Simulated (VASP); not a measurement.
Here is a VASP 6.6.1 calculation.

Contents of INCAR:

```
  PREC = Accurate
  ENCUT = 520
  EDIFF = 1E-6
  ISMEAR = 1
  SIGMA = 0.05
  LREAL = False
  LASPH = True
  NELM = 80
  ALGO = Normal
  ISIF = 2
  LWAVE = False
  LCHARG = False
  GGA = PS
  NBANDS = 22
```

Contents of KPOINTS:

```
Automatic mesh
0
Gamma
  8 8 8
```

File POSCAR:

```
CaIrN2
1.0
    1.6488500000      0.9519639900      5.0094002200
   -1.6488500000      0.9519639900      5.0094002200
    0.0000000000     -1.9039279800      5.0094002200
Ca Ir N
1 1 2
Direct
    0.0000000000      0.0000000000      0.0000000000
    0.5000000000      0.5000000000      0.5000000000
    0.7691190000      0.7691190000      0.7691190000
    0.2308810000      0.2308810000      0.2308810000
```

Potentials or basis: VASP PAW PBE potentials, release 64 (Ca_sv, Ir, N).

Launch:

```console
$ cat potpaw_PBE.64/Ca_sv/POTCAR potpaw_PBE.64/Ir/POTCAR potpaw_PBE.64/N/POTCAR > POTCAR
$ mpirun -np 1 vasp_std > vasp.out
```

Problem. Predict the pressure.

Solution. -8.0 GPa.

Problem. Predict the largest force.

Solution. 0.205 eV/Å.

Forces in eV/Å, atoms in the order of the input:
```
Ca   0.000  0.000  0.000
Ir   0.000  0.000  0.000
N    0.000  0.000  0.205
N    0.000  0.000 -0.205
```

Caveat: the PAW data sets were made with another functional, which shifts forces and pressure a little.
